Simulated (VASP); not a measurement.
**Mg2CdN2: single point with PBE**

Crystal: Mg2CdN2.

```
CELL_PARAMETERS angstrom
3.55288 0.00000 0.00000
-1.77644 3.07689 0.00000
0.00000 0.00000 5.98383
ATOMIC_POSITIONS crystal
Mg 0.66667 0.33333 0.15344
Mg 0.33333 0.66667 0.84656
Cd 0.00000 0.00000 0.50000
N 0.66667 0.33333 0.77223
N 0.33333 0.66667 0.22777
```

```
Program                : VASP 6.6.1
Task                   : single point
Functional             : PBE
Potentials or basis    : VASP PAW PBE potentials, release 64 (Mg, Cd, N)
Cutoff                 : 520 eV
k mesh                 : 12 × 12 × 6
Occupations            : gaussian, width 0.03 eV
Spin                   : no spin polarisation
Dipole correction      : no
Further INCAR settings : ALGO = Normal; EDIFF = 1e-07; NBANDS = 21
```

The pressure is -0.3 GPa, the largest force is 0.026 eV/Å and the band gap on the k mesh is 0.32 eV (least direct gap 0.68 eV).

Forces in eV/Å, atoms in the order of the input:
```
Mg   0.000  0.000  0.026
Mg   0.000  0.000 -0.026
Cd   0.000  0.000  0.000
N    0.000  0.000  0.007
N    0.000  0.000 -0.007
```

Levels at points of the mesh, in eV from the valence-band top:
| k point | band 10 | band 11 | band 12 | band 13 | band 14 | band 15 | band 16 | band 17 |
| --- | --- | --- | --- | --- | --- | --- | --- | --- |
| (0.00, 0.00, 0.00) | -0.38 | -0.38 | -0.36 | -0.36 | 0.32 | 4.20 | 6.89 | 9.03 |
| (0.50, 0.00, 0.00) | -2.38 | -1.48 | -0.97 | -0.21 | 3.52 | 4.00 | 5.00 | 7.12 |
| (0.00, 0.00, 0.50) | -0.61 | -0.61 | -0.11 | -0.11 | 2.95 | 2.96 | 7.65 | 8.93 |
| (0.50, 0.00, 0.50) | -1.28 | -0.98 | -0.82 | -0.59 | 2.87 | 3.05 | 6.60 | 7.58 |

Wall time 110 s on 1 thread of Intel(R) Xeon(R) Platinum 8259CL CPU @ 2.50GHz (Skylake/Cascade Lake) (shared host), peak memory 0.28 GiB.

Caveat: semilocal functionals underestimate gaps, and a narrow one can read as zero. A k mesh can miss the band edges.
